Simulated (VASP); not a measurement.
# MgO (P1) in VASP: a series of runs

Runs on MgO. Level: r2SCAN. Tasks: single point.

All numbers are computed with VASP 6.6.1; they aren't measurements. Logs are shortened: lines on timing, memory, paths and dates and some standing lists are left out, and cuts for length are marked.

### 1 The cell of the first run

The typed cell holds 4 atoms: a = 3.486 Å, b = 3.486 Å, c = 4.178 Å, α = 90.00°, β = 90.00°, γ = 120.00°.

### 2 Single point, r2SCAN (atom 3 (O) moved by (-0.150, -0.150) A along [1 1 0] and z)

The input, POSCAR:

```
MgO
1.0
    3.4863778627      0.0000000000      0.0000000000
   -1.7431889314      3.0192917963      0.0000000000
    0.0000000000      0.0000000000      4.1780412200
Mg O
2 2
Direct
    0.6666666667      0.3333333333      0.7500000000
    0.3333333333      0.6666666667      0.2500000000
    0.6186789650      0.2982038976      0.2140980086
    0.3333333333      0.6666666667      0.7500000000
```

The input, INCAR.step1:

```
PREC = Accurate ; ENCUT = 520
ISMEAR = 1 ; SIGMA = 0.02
LREAL = False ; LASPH = True
NELM = 100 ; NBANDS = 16
GGA = PE ; ALGO = Normal
EDIFF = 1E-4 ; LWAVE = True
LCHARG = False
```

The input, INCAR.step2:

```
PREC = Accurate ; ENCUT = 520
EDIFF = 1E-7 ; ISMEAR = 1
SIGMA = 0.02 ; LREAL = False
LASPH = True ; NELM = 100
ALGO = Normal ; ISIF = 2
LWAVE = False ; LCHARG = False
METAGGA = R2SCAN ; LMIXTAU = True
NBANDS = 16 ; ISTART = 1
```

The input, KPOINTS:

```
regular mesh
0
Gamma
  6 6 6
```

Potentials or basis: VASP PAW PBE potentials, release 64 (Mg, O).

The run is started by

```
$ cat potpaw_PBE.64/Mg/POTCAR potpaw_PBE.64/O/POTCAR > POTCAR
$ cp INCAR.step1 INCAR
$ mpirun -np 1 vasp_std > vasp.out
$ cp INCAR.step2 INCAR
$ mpirun -np 1 vasp_std > vasp.out
```

OUTCAR:

```text
PREC = Accurate
   ENCUT = 520
   EDIFF = 1E-7
   ISMEAR = 1
   LREAL = False
   LASPH = True
   NELM = 100
   ISIF = 2
   METAGGA = R2SCAN
   ISTART = 1

 ion  position               nearest neighbor table
   1  0.667  0.333  0.750-   3 1.94   4 2.01   4 2.01   4 2.01   3 2.24   2 2.90   2 2.90   2 2.90
                             2 2.90   2 2.90   2 2.90
   2  0.333  0.667  0.250-   3 1.92   3 1.99   4 2.09   4 2.09   3 2.16   1 2.90   1 2.90   1 2.90
                             1 2.90   1 2.90   1 2.90
   3  0.619  0.298  0.214-   2 1.92   1 1.94   2 1.99   2 2.16   1 2.24
   4  0.333  0.667  0.750-   1 2.01   1 2.01   1 2.01   2 2.09   2 2.09

  LATTYP: Found a hexagonal cell.
 ALAT       =     3.4863778627
 C/A-ratio  =     1.1983902447

  Lattice vectors:

 A1 = (   3.4863778627,   0.0000000000,   0.0000000000)
 A2 = (  -1.7431889314,   3.0192917963,   0.0000000000)
 A3 = (   0.0000000000,   0.0000000000,   4.1780412200)

Analysis of symmetry for initial positions (statically):
=====================================================================
 Subroutine PRICEL returns:
 Original cell was already a primitive cell.

 Routine SETGRP: Setting up the symmetry group for a
 hexagonal supercell.

 Subroutine GETGRP returns: Found  1 space group operations
 (whereof  1 operations were pure point group operations)
 out of a pool of 24 trial point group operations.

The static configuration has the point symmetry C_1 .

Analysis of symmetry for dynamics (positions and initial velocities):
=====================================================================
 Subroutine PRICEL returns:
 Original cell was already a primitive cell.

 Routine SETGRP: Setting up the symmetry group for a
 hexagonal supercell.

 Subroutine GETGRP returns: Found  1 space group operations
 (whereof  1 operations were pure point group operations)
 out of a pool of 24 trial point group operations.

The dynamic configuration has the point symmetry C_1 .

 Subroutine INISYM returns: Found  1 space group operations
 (whereof  1 operations are pure point group operations),
 and found     1 'primitive' translations

----------------------------------------------------------------------------------------

                                     Primitive cell

  volume of cell :      43.9797

  direct lattice vectors                    reciprocal lattice vectors
     3.486377863  0.000000000  0.000000000     0.286830642  0.165601748  0.000000000
[... 93 lines left out ...]
   NSW    =      0    number of steps for IOM
   IBRION =     -1    ionic relax: 0-MD 1-quasi-New 2-CG
   NFREE  =      0    steps in history (QN), initial steepest desc. (CG)
   ISIF   =      2    stress and relaxation
   ISYM   =      2    0-nonsym 1-usesym 2-fastsym
   POTIM  = 0.5000    time-step for ionic-motion
   TEBEG  =    0.0;   TEEND  =   0.0 temperature during run
   PSTRESS=    0.0 pullay stress
   NELECT =      16.0000    total number of electrons
   NUPDOWN=      -1.0000    fix difference up-down
   EMIN   =  10.00;   EMAX   =-10.00  energy-range for DOS
   EFERMI =   0.00;   METHOD = LEGACY
   ISMEAR =     1;   SIGMA  =   0.02  broadening in eV -4-tet -1-fermi 0-gaus
   EFERMI_NEDOS =   21; number of points for ismear=-14 and -15
   IALGO  =     38    algorithm
   IMIX   =      4    mixing-type and parameters
     AMIX     =   0.40;   BMIX     =  1.00
     AMIX_MAG =   1.60;   BMIX_MAG =  1.00
  volume/ion in A,a.u.               =      10.99        74.20
  Fermi-wavevector in a.u.,A,eV,Ry     =   1.168685  2.208494 18.583167  1.365824
  Thomas-Fermi vector in A             =   2.305168
   LORBIT       =      0    0 simple, 1 ext, 2 COOP (PROOUT), +10 PAW based schemes
   METAGGA = R2SCAN    functional components
   LHFCALC =     F    Hartree Fock is set to
   AEXX    =    0.0000 exact exchange contribution
   IVDW    =     0    specifies the selected vdW correction
   LEPSILON=     F    determine dielectric tensor
   LRPA    =     F    only Hartree local field effects (RPA)
 non-spin polarized calculation
 Methfessel and Paxton  Order N= 1 SIGMA  =   0.02
  energy-cutoff  :      520.00
  volume of cell :       43.98
 maximum number of plane-waves:      1204
 NGX is ok and might be reduce to    28
   NGX = 13   NGY = 13   NGZ = 15

 number of electron      15.9999999 magnetization

 Free energy of the ion-electron system (eV)
  ---------------------------------------------------
  ext. energy  EPLUGINS =         0.00000000
  ---------------------------------------------------
  free energy    TOTEN  =       -31.82281169 eV

  energy without entropy =      -31.82281169  energy(sigma->0) =      -31.82281169

 E-fermi :   1.7044     XC(G=0): -10.5574

 val. band max:        1.5823211593   @ k =   0.0000   0.0000   0.0000
 cond. band min:       5.6202569172   @ k =   0.0000   0.0000   0.0000
 fundamental gap:      4.0379357579
 Fermi energy:         1.7043523431

 k-point     1 :       0.0000    0.0000    0.0000
  band No.  band energies     occupation
      1     -16.3068      2.00000
      2     -14.9037      2.00000
      3      -2.0627      2.00000
      4      -0.3264      2.00000
      5      -0.0062      2.00000
      6       0.6901      2.00000
[... 433 lines left out ...]
      3      -1.8431      2.00000
      4      -0.4905      2.00000
      5      -0.2036      2.00000
      6      -0.0414      2.00000
[... 8 lines left out ...]
     15      17.6765      0.00000
     16      18.3904      0.00000

 [... further k-points ...]

------------------------ aborting loop because EDIFF is reached ----------------------------------------

  FORCE on cell =-STRESS in cart. coord.  units (eV):
  Direction    XX          YY          ZZ          XY          YZ          ZX
  --------------------------------------------------------------------------------------
  -------------------------------------------------------------------------------------
  Total       -0.8058682      1.1782859      0.8189982     -0.8513827     -0.1049788     -0.0753809
  in kB      -29.3577217     42.9248704     29.8360461    -31.0158098     -3.8243717     -2.7461207
  external PRESSURE =      14.4677316 kB  Pullay stress =       0.0000000 kB

 VOLUME and BASIS-vectors are now :
 -----------------------------------------------------------------------------
  energy-cutoff  :      520.00
  volume of cell :       43.98
      direct lattice vectors                 reciprocal lattice vectors
     3.486377863  0.000000000  0.000000000     0.286830642  0.165601748  0.000000000
    -1.743188931  3.019291796  0.000000000     0.000000000  0.331203497  0.000000000
     0.000000000  0.000000000  4.178041220     0.000000000  0.000000000  0.239346609

 POSITION                                       TOTAL-FORCE (eV/Angst)
 -----------------------------------------------------------------------------------
      1.74319      1.00643      3.13353        -0.165689     -0.164630     -0.540112
     -0.00000      2.01286      1.04451        -0.451700     -0.796547     -0.330602
      1.63712      0.90036      0.89451         0.794313      1.177738      1.846827
     -0.00000      2.01286      3.13353        -0.176924     -0.216561     -0.976113
 -----------------------------------------------------------------------------------
    total drift:                               -0.000714      0.005305     -0.001811

  FREE ENERGIE OF THE ION-ELECTRON SYSTEM (eV)
  ---------------------------------------------------
  free  energy   TOTEN  =       -31.8228116860 eV

  energy  without entropy=      -31.8228116860  energy(sigma->0) =      -31.82281169
```

OSZICAR.step1:

```text
N       E                     dE             d eps       ncg     rms          rms(c)
DAV:   1     0.620599419471E+02    0.62060E+02   -0.76318E+03  3592   0.895E+02
DAV:   2    -0.236827521891E+02   -0.85743E+02   -0.78212E+02  5088   0.197E+02
DAV:   3    -0.275423444864E+02   -0.38596E+01   -0.38486E+01  4000   0.434E+01
DAV:   4    -0.275583630865E+02   -0.16019E-01   -0.16018E-01  4440   0.325E+00
DAV:   5    -0.275584424264E+02   -0.79340E-04   -0.79339E-04  4008   0.219E-01    0.114E+01
DAV:   6    -0.234860328192E+02    0.40724E+01   -0.10637E+01  3856   0.253E+01    0.358E+00
DAV:   7    -0.234347874152E+02    0.51245E-01   -0.15334E-01  3712   0.317E+00    0.214E+00
DAV:   8    -0.234169071878E+02    0.17880E-01   -0.99175E-02  4256   0.334E+00    0.517E-01
DAV:   9    -0.234140352240E+02    0.28720E-02   -0.81824E-03  4272   0.804E-01    0.115E-01
DAV:  10    -0.234148744360E+02   -0.83921E-03   -0.93189E-04  3600   0.228E-01    0.475E-02
DAV:  11    -0.234149056362E+02   -0.31200E-04   -0.74217E-05  2952   0.803E-02
   1 F= -.23414906E+02 E0= -.23414906E+02  d E =0.412871E-11
```

Run time: 2.8 min. Hardware: 1 thread of Intel Xeon Platinum 8375C at 2.90GHz (Ice Lake), shared host; peak memory 0.21 GiB.

Results:

| Quantity | Value |
| --- | --- |
| Free energy | -31.8228 eV |
| Pressure | 1.4 GPa |
| Largest force | 2.330 eV/Å |
| Band gap on the k mesh | 4.04 eV, direct |

Forces on the atoms (eV/Å):
```
Mg  -0.166 -0.165 -0.540
Mg  -0.452 -0.797 -0.331
O    0.794  1.178  1.847
O   -0.177 -0.217 -0.976
```

Levels at points of the mesh, in eV from the valence-band top:
| k point | band 4 | band 5 | band 6 | band 7 | band 8 | band 9 | band 10 | band 11 | band 12 | band 13 |
| --- | --- | --- | --- | --- | --- | --- | --- | --- | --- | --- |
| (0.00, 0.00, 0.00) | -1.91 | -1.59 | -0.89 | -0.70 | 0.00 | 4.04 | 10.39 | 12.95 | 13.06 | 13.94 |
| (0.50, 0.00, 0.00) | -2.58 | -2.45 | -1.74 | -0.98 | -0.51 | 7.90 | 9.90 | 10.16 | 12.98 | 13.74 |
| (0.00, 0.50, 0.00) | -2.33 | -2.29 | -1.95 | -1.48 | -0.49 | 7.42 | 9.76 | 10.91 | 13.54 | 13.74 |
| (0.50, 0.50, 0.00) | -2.39 | -2.32 | -1.92 | -1.33 | -0.51 | 7.57 | 9.76 | 10.68 | 13.44 | 13.71 |
| (0.00, 0.00, 0.50) | -2.32 | -1.50 | -1.35 | -1.17 | -1.12 | 6.92 | 7.26 | 13.74 | 13.85 | 13.86 |
| (0.50, 0.00, 0.50) | -3.65 | -1.81 | -1.37 | -1.00 | -0.94 | 7.79 | 8.53 | 12.62 | 13.73 | 14.51 |
| (0.00, 0.50, 0.50) | -3.87 | -1.70 | -1.31 | -0.74 | -0.58 | 7.63 | 8.16 | 11.86 | 13.20 | 14.49 |
| (0.50, 0.50, 0.50) | -3.83 | -1.72 | -1.36 | -0.77 | -0.66 | 7.67 | 8.23 | 12.05 | 13.25 | 14.52 |

Caveat: the cell differs from its parent crystal (atom 3 (O) moved by (-0.150, -0.150) A along [1 1 0] and z); the PAW data sets were made with another functional, which shifts forces and pressure a little.

### 3 Single point, r2SCAN (atom 3 (O) moved by (+0.150, -0.150) A along [1 1 0] and z)

Changes to POSCAR since step 2:

```diff
@@ -10,3 +10,3 @@
     0.3333333333      0.6666666667      0.2500000000
-    0.6186789650      0.2982038976      0.2140980086
+    0.7146543683      0.3684627691      0.2140980086
     0.3333333333      0.6666666667      0.7500000000
```

The input, INCAR.step1:

```
PREC = Accurate
ENCUT = 520
ISMEAR = 1
SIGMA = 0.02
LREAL = F
LASPH = T
NELM = 60
NBANDS = 16
GGA = PE
ALGO = Normal
EDIFF = 1E-4
LWAVE = T
LCHARG = F
```

The input, INCAR.step2:

```
PREC = Accurate
ENCUT = 520
EDIFF = 1E-6
ISMEAR = 1
SIGMA = 0.02
LREAL = F
LASPH = T
NELM = 60
ALGO = Normal
ISIF = 2
LWAVE = F
LCHARG = F
METAGGA = R2SCAN
LMIXTAU = T
NBANDS = 16
ISTART = 1
```

The input, KPOINTS:

```
Automatic mesh
0
Gamma
  6 6 6
```

Potentials or basis: VASP PAW PBE potentials, release 64 (Mg, O).

The run is started by

```
$ cat potpaw_PBE.64/Mg/POTCAR potpaw_PBE.64/O/POTCAR > POTCAR
$ cp INCAR.step1 INCAR
$ mpirun -np 1 vasp_std > vasp.out
$ cp INCAR.step2 INCAR
$ mpirun -np 1 vasp_std > vasp.out
```

It took 2.5 min on 1 thread of Intel Xeon Platinum 8375C at 2.90GHz (Ice Lake), shared host; peak memory 0.21 GiB.

The run converged. Its results:

* Free energy: -31.7956 eV
* Pressure: 1.7 GPa
* Largest force: 2.691 eV/Å
* Band gap on the k mesh: 4.04 eV, direct

Forces on the atoms (eV/Å):
```
Mg   0.161  0.165 -0.540
Mg   1.156  0.804 -0.317
O   -1.571 -1.185  1.835
O    0.254  0.217 -0.978
```

Stress tensor (GPa, compression positive):
```
 4.71  4.19  0.50
 4.19 -2.64  0.39
 0.50  0.39  3.01
```

Levels at points of the mesh, in eV from the valence-band top:
| k point | band 5 | band 6 | band 7 | band 8 | band 9 | band 10 | band 11 | band 12 |
| --- | --- | --- | --- | --- | --- | --- | --- | --- |
| (0.00, 0.00, 0.00) | -1.60 | -0.89 | -0.71 | 0.00 | 4.04 | 10.39 | 12.93 | 13.09 |
| (0.50, 0.00, 0.00) | -2.30 | -1.95 | -1.57 | -0.47 | 7.33 | 9.77 | 11.05 | 13.59 |
| (0.00, 0.50, 0.00) | -2.41 | -1.78 | -1.06 | -0.52 | 7.84 | 9.88 | 10.22 | 13.09 |
| (0.50, 0.50, 0.00) | -2.36 | -1.85 | -1.18 | -0.52 | 7.72 | 9.81 | 10.42 | 13.27 |
| (0.00, 0.00, 0.50) | -1.50 | -1.36 | -1.16 | -1.13 | 6.92 | 7.26 | 13.71 | 13.83 |
| (0.50, 0.00, 0.50) | -1.69 | -1.29 | -0.73 | -0.54 | 7.61 | 8.12 | 11.75 | 13.17 |
| (0.00, 0.50, 0.50) | -1.78 | -1.40 | -0.92 | -0.88 | 7.76 | 8.46 | 12.48 | 13.53 |
| (0.50, 0.50, 0.50) | -1.75 | -1.40 | -0.84 | -0.77 | 7.71 | 8.34 | 12.27 | 13.35 |

Caveat: the cell differs from its parent crystal (atom 3 (O) moved by (+0.150, -0.150) A along [1 1 0] and z); the PAW data sets were made with another functional, which shifts forces and pressure a little.
